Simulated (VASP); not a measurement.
# W (R3m) in VASP: single point with PBE

Aim: the single point of W with PBE.

All numbers are computed with VASP 6.6.1; they aren't measurements. Logs are shortened: lines on timing, memory, paths and dates and some standing lists are left out, and cuts for length are marked.

## 1. The cell of the first run

The structure is trigonal, space group R3m (No. 160). Conventional cell: a = 9.036 Å, b = 9.036 Å, c = 5.533 Å, α = 90.00°, β = 90.00°, γ = 120.00°. W (site symmetry 3m) has 14 W at 2.70 to 3.23 Å within 3.6 Å. Within 3.6 Å of W (site symmetry 3m) lie 14 W at 2.70 to 3.19 Å. Within 3.6 Å of W (site symmetry m) lie 14 W at 2.75 to 3.19 Å. W (site symmetry m) has 14 W at 2.77 to 3.23 Å within 3.6 Å.

## 2. Single point, PBE (atom 1 (W) moved -0.067 Å towards its neighbour atom 2 (W) at 2.767 Å)

Input file INCAR:

```
ALGO     = Fast           # electronic algorithm
EDIFF    = 1E-6           # SCF threshold, eV
ENCUT    = 520            # plane-wave cutoff, eV
GGA      = PE             # functional
ISIF     = 2              # what is computed and relaxed
ISMEAR   = 0              # smearing method
LASPH    = True           # aspherical terms in the spheres
LCHARG   = False          # write CHGCAR
LREAL    = False          # projectors in reciprocal space
LWAVE    = False          # write WAVECAR
NBANDS   = 66             # bands
NELM     = 60             # most SCF steps
PREC     = Accurate       # precision mode
SIGMA    = 0.15           # smearing width, eV
```

Input file KPOINTS:

```
k-points
0
Gamma
  10 10 10
```

Input file POSCAR:

```
W
1.0
   -3.1946000000     -3.1946000000      3.1946000000
   -3.1946000000      3.1946000000     -3.1946000000
    3.1946000000     -3.1946000000     -3.1946000000
W
8
Direct
    0.5120544866      0.5000000000      0.5000000000
    0.0000000000      0.5000000000      0.5000000000
    0.5000000000      0.0000000000      0.5000000000
    0.0000000000      0.0000000000      0.5000000000
    0.5000000000      0.5000000000      0.0000000000
    0.0000000000      0.5000000000      0.0000000000
    0.5000000000      0.0000000000      0.0000000000
    0.0000000000      0.0000000000      0.0000000000
```

Potentials or basis: VASP PAW PBE potentials, release 64 (W_sv).

The run is started by

```
$ cat potpaw_PBE.64/W_sv/POTCAR > POTCAR
$ mpirun -np 1 vasp_std > vasp.out
```

OUTCAR:

```text
EDIFF = 1E-6
   ENCUT = 520
   GGA = PE
   ISIF = 2
   ISMEAR = 0
   LASPH = True
   LREAL = False
   NELM = 60
   PREC = Accurate

 ion  position               nearest neighbor table
   1  0.512  0.500  0.500-   2 2.70   8 2.75   5 2.75   3 2.75   5 2.79   3 2.79   8 2.79   2 2.83
                             7 3.16   6 3.16   4 3.16   6 3.23   4 3.23   7 3.23
   2  0.000  0.500  0.500-   1 2.70   4 2.77   6 2.77   7 2.77   6 2.77   4 2.77   7 2.77   1 2.83
                             3 3.19   5 3.19   8 3.19   5 3.19   3 3.19   8 3.19
   3  0.500  0.000  0.500-   1 2.75   4 2.77   6 2.77   7 2.77   7 2.77   4 2.77   6 2.77   1 2.79
                             5 3.19   5 3.19   8 3.19   8 3.19   2 3.19   2 3.19
   4  0.000  0.000  0.500-   2 2.77   3 2.77   5 2.77   8 2.77   8 2.77   2 2.77   3 2.77   5 2.77
                             1 3.16   6 3.19   6 3.19   7 3.19   7 3.19   1 3.23
   5  0.500  0.500  0.000-   1 2.75   4 2.77   6 2.77   7 2.77   7 2.77   6 2.77   4 2.77   1 2.79
                             2 3.19   3 3.19   8 3.19   2 3.19   8 3.19   3 3.19
   6  0.000  0.500  0.000-   2 2.77   3 2.77   5 2.77   8 2.77   2 2.77   8 2.77   5 2.77   3 2.77
                             1 3.16   4 3.19   4 3.19   7 3.19   7 3.19   1 3.23
   7  0.500  0.000  0.000-   2 2.77   3 2.77   5 2.77   8 2.77   3 2.77   5 2.77   8 2.77   2 2.77
                             1 3.16   6 3.19   4 3.19   6 3.19   4 3.19   1 3.23
   8  0.000  0.000  0.000-   1 2.75   6 2.77   7 2.77   4 2.77   6 2.77   4 2.77   7 2.77   1 2.79
                             3 3.19   2 3.19   2 3.19   5 3.19   3 3.19   5 3.19

  LATTYP: Found a body centered cubic cell.
 ALAT       =     6.3892000000

  Lattice vectors:

 A1 = (  -3.1946000000,  -3.1946000000,   3.1946000000)
 A2 = (  -3.1946000000,   3.1946000000,  -3.1946000000)
 A3 = (   3.1946000000,  -3.1946000000,  -3.1946000000)

Analysis of symmetry for initial positions (statically):
=====================================================================
 Subroutine PRICEL returns:
 Original cell was already a primitive cell.

 Routine SETGRP: Setting up the symmetry group for a
 body centered cubic supercell.

 Subroutine GETGRP returns: Found  6 space group operations
 (whereof  2 operations were pure point group operations)
 out of a pool of 48 trial point group operations.

The static configuration has the point symmetry C_1h.
 The point group associated with its full space group is C_3v.

Analysis of symmetry for dynamics (positions and initial velocities):
=====================================================================
 Subroutine PRICEL returns:
 Original cell was already a primitive cell.

 Routine SETGRP: Setting up the symmetry group for a
 body centered cubic supercell.

 Subroutine GETGRP returns: Found  6 space group operations
 (whereof  2 operations were pure point group operations)
 out of a pool of 48 trial point group operations.

The dynamic configuration has the point symmetry C_1h.
 The point group associated with its full space group is C_3v.

 Subroutine INISYM returns: Found  6 space group operations
 (whereof  2 operations are pure point group operations),
 and found     1 'primitive' translations

----------------------------------------------------------------------------------------

                                     Primitive cell

  volume of cell :     130.4096

  direct lattice vectors                    reciprocal lattice vectors
    -3.194600000 -3.194600000  3.194600000    -0.156514118 -0.156514118  0.000000000
    -3.194600000  3.194600000 -3.194600000    -0.156514118  0.000000000 -0.156514118
     3.194600000 -3.194600000 -3.194600000     0.000000000 -0.156514118 -0.156514118

  length of vectors
     5.533209510  5.533209510  5.533209510     0.221344388  0.221344388  0.221344388

  position of ions in fractional coordinates (direct lattice)
     0.512054487  0.500000000  0.500000000
     0.000000000  0.500000000  0.500000000
     0.500000000  0.000000000  0.500000000
     0.000000000  0.000000000  0.500000000
     0.500000000  0.500000000  0.000000000
     0.000000000  0.500000000  0.000000000
     0.500000000  0.000000000  0.000000000
     0.000000000  0.000000000  0.000000000

  ion indices of the primitive-cell ions
   primitive index   ion index
                 1           1
                 2           2
                 3           3
                 4           4
                 5           5
                 6           6
                 7           7
                 8           8

----------------------------------------------------------------------------------------

 KPOINTS: k-points

Automatic generation of k-mesh.
 Grid dimensions read from file:
 generate k-points for:   10   10   10

 Generating k-lattice:

  Cartesian coordinates                     Fractional coordinates (reciprocal lattice)
    -0.015651412 -0.015651412  0.000000000     0.100000000  0.000000000  0.000000000
    -0.015651412  0.000000000 -0.015651412     0.000000000  0.100000000  0.000000000
     0.000000000 -0.015651412 -0.015651412     0.000000000  0.000000000  0.100000000

  Length of vectors
     0.022134439  0.022134439  0.022134439

  Shift w.r.t. Gamma in fractional coordinates (k-lattice)
     0.000000000  0.000000000  0.000000000

 Subroutine IBZKPT returns following result:
 ===========================================

 Found    116 irreducible k-points:

 Following reciprocal coordinates:
            Coordinates               Weight
  0.000000  0.000000  0.000000      1.000000
  0.100000  0.000000  0.000000      6.000000
  0.000000  0.100000  0.000000      6.000000
  0.200000  0.000000  0.000000      6.000000
  0.000000  0.200000  0.000000      6.000000
  0.300000  0.000000  0.000000      6.000000
[... 16 lines left out ...]
  0.400000  0.100000  0.000000     12.000000
  0.000000  0.400000  0.100000     12.000000
 [... further k-points ...]
   k-points           NKPTS =    116   k-points in BZ     NKDIM =    116   number of bands    NBANDS=     66
   number of dos      NEDOS =    301   number of ions     NIONS =      8
   total plane-waves  NPLWV =  74088
   dimension x,y,z NGX =    42 NGY =   42 NGZ =   42
   dimension x,y,z NGXF=    84 NGYF=   84 NGZF=   84
   ions per type =               8
   NGX,Y,Z   is equivalent  to a cutoff of  12.62, 12.62, 12.62 a.u.
   NGXF,Y,Z  is equivalent  to a cutoff of  25.24, 25.24, 25.24 a.u.
 SYSTEM =  unknown system
   PREC   = accura    normal or accurate (medium, high low for compatibility)
   ISTART =      0    job   : 0-new  1-cont  2-samecut
   ICHARG =      2    charge: 1-file 2-atom 10-const
   ISPIN  =      1    spin polarized calculation?
   LNONCOLLINEAR =      F non collinear calculations
   LSORBIT =      F    spin-orbit coupling
   LASPH  =      T    aspherical Exc in radial PAW
   ENCUT  =  520.0 eV  38.22 Ry    6.18 a.u.  10.29 10.29 10.29*2*pi/ulx,y,z
   NELM   =     60;   NELMIN=  2; NELMDL= -5     # of ELM steps
   EDIFF  = 0.1E-05   stopping-criterion for ELM
   LREAL  =      F    real-space projection
   EDIFFG = 0.1E-04   stopping-criterion for IOM
   NSW    =      0    number of steps for IOM
   IBRION =     -1    ionic relax: 0-MD 1-quasi-New 2-CG
   NFREE  =      0    steps in history (QN), initial steepest desc. (CG)
   ISIF   =      2    stress and relaxation
   ISYM   =      2    0-nonsym 1-usesym 2-fastsym
   POTIM  = 0.5000    time-step for ionic-motion
   TEBEG  =    0.0;   TEEND  =   0.0 temperature during run
   PSTRESS=    0.0 pullay stress
   NELECT =     112.0000    total number of electrons
   NUPDOWN=      -1.0000    fix difference up-down
   EMIN   =  10.00;   EMAX   =-10.00  energy-range for DOS
   EFERMI =   0.00;   METHOD = LEGACY
   ISMEAR =     0;   SIGMA  =   0.15  broadening in eV -4-tet -1-fermi 0-gaus
   EFERMI_NEDOS =   21; number of points for ismear=-14 and -15
   IALGO  =     68    algorithm
   IMIX   =      4    mixing-type and parameters
     AMIX     =   0.40;   BMIX     =  1.00
     AMIX_MAG =   1.60;   BMIX_MAG =  1.00
  volume/ion in A,a.u.               =      16.30       110.01
  Fermi-wavevector in a.u.,A,eV,Ry     =   1.556125  2.940649 32.946829  2.421524
  Thomas-Fermi vector in A             =   2.659966
   LORBIT       =      0    0 simple, 1 ext, 2 COOP (PROOUT), +10 PAW based schemes
   GGA     = PE    functional components
   LHFCALC =     F    Hartree Fock is set to
   AEXX    =    0.0000 exact exchange contribution
   IVDW    =     0    specifies the selected vdW correction
   LEPSILON=     F    determine dielectric tensor
   LRPA    =     F    only Hartree local field effects (RPA)
 non-spin polarized calculation
 RMM-DIIS sequential band-by-band and
 Gauss-broadening in eV      SIGMA  =   0.15
  energy-cutoff  :      520.00
  volume of cell :      130.41
 maximum number of plane-waves:      3564
 NGX is ok and might be reduce to    42
   NGX = 21   NGY = 21   NGZ = 21

 number of electron     112.0000003 magnetization

 Free energy of the ion-electron system (eV)
  ---------------------------------------------------
  ext. energy  EPLUGINS =         0.00000000
  ---------------------------------------------------
  free energy    TOTEN  =      -103.63846174 eV

  energy without entropy =     -103.60799985  energy(sigma->0) =     -103.62323080

 E-fermi :  11.0804     XC(G=0): -13.4829

 val. band max:       11.0801997208   @ k =   0.2000  -0.3000   0.4000
 cond. band min:      11.0813667129   @ k =  -0.4000  -0.4000   0.2000
 fundamental gap:      0.0011669921
 Fermi energy:        11.0803733934

 k-point     1 :       0.0000    0.0000    0.0000
  band No.  band energies     occupation
      1     -63.1814      2.00000
      2     -63.0640      2.00000
      3     -63.0640      2.00000
      4     -63.0632      2.00000
      5     -63.0632      2.00000
      6     -63.0615      2.00000
[... 58 lines left out ...]
     65      14.0569      0.00000
     66      14.0606      0.00000

 k-point     2 :       0.1000    0.0000    0.0000
  band No.  band energies     occupation
      1     -63.1785      2.00000
      2     -63.0661      2.00000
      3     -63.0639      2.00000
      4     -63.0632      2.00000
      5     -63.0628      2.00000
      6     -63.0614      2.00000
[... 1576 lines left out ...]
     65      13.2251      0.00000
     66      13.5322      0.00000

 [... further k-points ...]

------------------------ aborting loop because EDIFF is reached ----------------------------------------

  FORCE on cell =-STRESS in cart. coord.  units (eV):
  Direction    XX          YY          ZZ          XY          YZ          ZX
  --------------------------------------------------------------------------------------
  -------------------------------------------------------------------------------------
  Total       -2.0167836     -2.0167836     -2.0167836      0.0080249     -0.0080249     -0.0080249
  in kB      -24.7776681    -24.7776681    -24.7776681      0.0985914     -0.0985914     -0.0985914
  external PRESSURE =     -24.7776681 kB  Pullay stress =       0.0000000 kB

 VOLUME and BASIS-vectors are now :
 -----------------------------------------------------------------------------
  energy-cutoff  :      520.00
  volume of cell :      130.41
      direct lattice vectors                 reciprocal lattice vectors
    -3.194600000 -3.194600000  3.194600000    -0.156514118 -0.156514118  0.000000000
    -3.194600000  3.194600000 -3.194600000    -0.156514118  0.000000000 -0.156514118
     3.194600000 -3.194600000 -3.194600000     0.000000000 -0.156514118 -0.156514118

 POSITION                                       TOTAL-FORCE (eV/Angst)
 -----------------------------------------------------------------------------------
     -1.63581     -1.63581     -1.55879         0.639756      0.639756     -0.639756
      0.00000      0.00000     -3.19460        -0.263707     -0.263707      0.263707
      0.00000     -3.19460      0.00000         0.059416     -0.101033      0.101033
      1.59730     -1.59730     -1.59730        -0.217165     -0.008116      0.008116
     -3.19460      0.00000      0.00000        -0.101033      0.059416      0.101033
     -1.59730      1.59730     -1.59730        -0.008116     -0.217165      0.008116
     -1.59730     -1.59730      1.59730        -0.008116     -0.008116      0.217165
      0.00000      0.00000      0.00000        -0.101033     -0.101033     -0.059416
 -----------------------------------------------------------------------------------
    total drift:                               -0.000000     -0.000000      0.000000

  FREE ENERGIE OF THE ION-ELECTRON SYSTEM (eV)
  ---------------------------------------------------
  free  energy   TOTEN  =      -103.6384617395 eV

  energy  without entropy=     -103.6079998506  energy(sigma->0) =     -103.62323080
```

It took 12 min on 1 thread of Intel Xeon 6975P-C (Granite Rapids), shared host; peak memory 0.71 GiB.

What came out:

```
Free energy            : -103.6385 eV
Pressure               : -2.5 GPa
Largest force          : 1.108 eV/Å
Band gap on the k mesh : zero (bands 56 and 57 overlap by 1.10 eV)
```

Forces on the atoms (eV/Å):
```
W    0.640  0.640 -0.640
W   -0.264 -0.264  0.264
W    0.059 -0.101  0.101
W   -0.217 -0.008  0.008
W   -0.101  0.059  0.101
W   -0.008 -0.217  0.008
W   -0.008 -0.008  0.217
W   -0.101 -0.101 -0.059
```

Levels at points of the mesh, in eV from the Fermi level:
```
           k point  band 53  band 54  band 55  band 56  band 57  band 58  band 59  band 60
(0.00, 0.00, 0.00)     0.55     0.55     0.55     0.55     2.03     2.03     2.03     2.03
(0.50, 0.00, 0.00)    -1.90    -1.76    -0.77    -0.64     0.04     0.10     1.36     1.51
(0.00, 0.50, 0.00)    -1.84    -1.84    -0.70    -0.70     0.07     0.08     1.44     1.44
(0.50, 0.50, 0.50)    -0.64    -0.57    -0.57    -0.57    -0.54    -0.54    -0.54    -0.49
```

Caveat: the cell differs from its parent crystal (atom 1 (W) moved -0.067 Å towards its neighbour atom 2 (W) at 2.767 Å); spin-orbit coupling is left out, which moves the levels of the heavy elements; forces of over 1 eV/Å act on the atoms, so gaps and moduli don't describe the material at rest.
